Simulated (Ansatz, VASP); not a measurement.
## One calculation of BP, two programs

INCAR

```
ALGO     = Normal         # electronic algorithm
EDIFF    = 1E-6           # SCF threshold, eV
ENCUT    = 500            # plane-wave cutoff, eV
GGA      = PE             # functional
GGA_COMPAT= F            
ISIF     = 2              # what is computed and relaxed
ISMEAR   = 0              # smearing method
LASPH    = T              # aspherical terms in the spheres
LCHARG   = F              # write CHGCAR
LREAL    = F              # projectors in reciprocal space
LWAVE    = F              # write WAVECAR
NBANDS   = 11             # bands
NELM     = 120            # most SCF steps
PREC     = Accurate       # precision mode
SIGMA    = 0.1            # smearing width, eV
```

The input KPOINTS:

```
k-points
0
Gamma
  6 6 6
```

File POSCAR:

```
BP
1.0
    0.0000000000      2.5684415563      2.5684415563
    2.5684415563      0.0000000000      2.5684415563
    2.5684415563      2.5684415563      0.0000000000
B P
1 1
Direct
    0.0000000000      0.0000000000      0.0000000000
    0.7500000000      0.7500000000      0.7500000000
```

Input for Ansatz:

```yaml
crystal:
  lattice:
    - [0.0, 2.5684415563, 2.5684415563]
    - [2.5684415563, 0.0, 2.5684415563]
    - [2.5684415563, 2.5684415563, 0.0]
  atoms:
    - { symbol: B, position: [0.0, 0.0, 0.0] }
    - { symbol: P, position: [0.75, 0.75, 0.75] }
basis:
  ecutwfc: 420
kpoints:
  mp_grid: { grid: [6, 6, 6] }
hamiltonian:
  xc: pbe
scf:
  occupations: { method: gaussian, width: 0.1 }
output:
  forces: true
  stress: true
  eigenvalues: true
```

Alike in both runs: task single point; functional PBE; k mesh 6 × 6 × 6; occupations gaussian, width 0.1 eV; no spin polarisation.

|  | VASP | Ansatz |
| --- | --- | --- |
| version | VASP 6.6.1 | Ansatz 0.2.0 |
| potentials or method | VASP PAW PBE potentials, release 64 (B, P), cutoff 500 eV | scalar-relativistic, plane waves, PAW |
| valence electrons in the cell | 8 | 8 |

|  | VASP | Ansatz | Ansatz less VASP |
| --- | --- | --- | --- |
| gap on the k mesh at the Fermi level (eV) | 1.69 | 1.69 | +0.001 |
| least direct gap on the mesh (eV) | 2.49 | 2.49 | 0.000 |
| pressure (GPa) | -28.5 | -28.4 | +0.07 |

Both programs put the cell under strong tension, so it lies far from rest at this level.
